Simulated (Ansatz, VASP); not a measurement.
BaF2: VASP beside Ansatz

```xyz
3
Lattice="0.0000 3.1230 3.1230 3.1230 0.0000 3.1230 3.1230 3.1230 0.0000" Properties=species:S:1:pos:R:3 pbc="T T T"
Ba    0.0000    0.0000    0.0000
F     1.5615    1.5615    1.5615
F     4.6845    4.6845    4.6845
```

Alike in both runs: task relaxation of cell and atoms; functional PBEsol; k mesh 6 × 6 × 6; occupations gaussian, width 0.02 eV; no spin polarisation.

|  | VASP | Ansatz |
| --- | --- | --- |
| version | VASP 6.6.1 | Ansatz 0.2.0 |
| potentials or method | VASP PAW PBE potentials, release 64 (Ba_sv, F), cutoff 600 eV | scalar-relativistic, plane waves, PAW |
| valence electrons in the cell | 24 | 24 |

|  | VASP | Ansatz | Ansatz less VASP |
| --- | --- | --- | --- |
| gap on the k mesh at the Fermi level, each at its own relaxed structure (eV) | 6.69 | 6.86 | +0.162 |
| relaxed volume (Å³/atom) | 19.63 | 19.27 | -0.355 |
| relaxed cell length with the largest relative difference (Å) | 4.367 | 4.340 | -0.0265 |

VASP's potentials were made for PBE, not for PBEsol.

Neither program's run includes spin-orbit coupling.
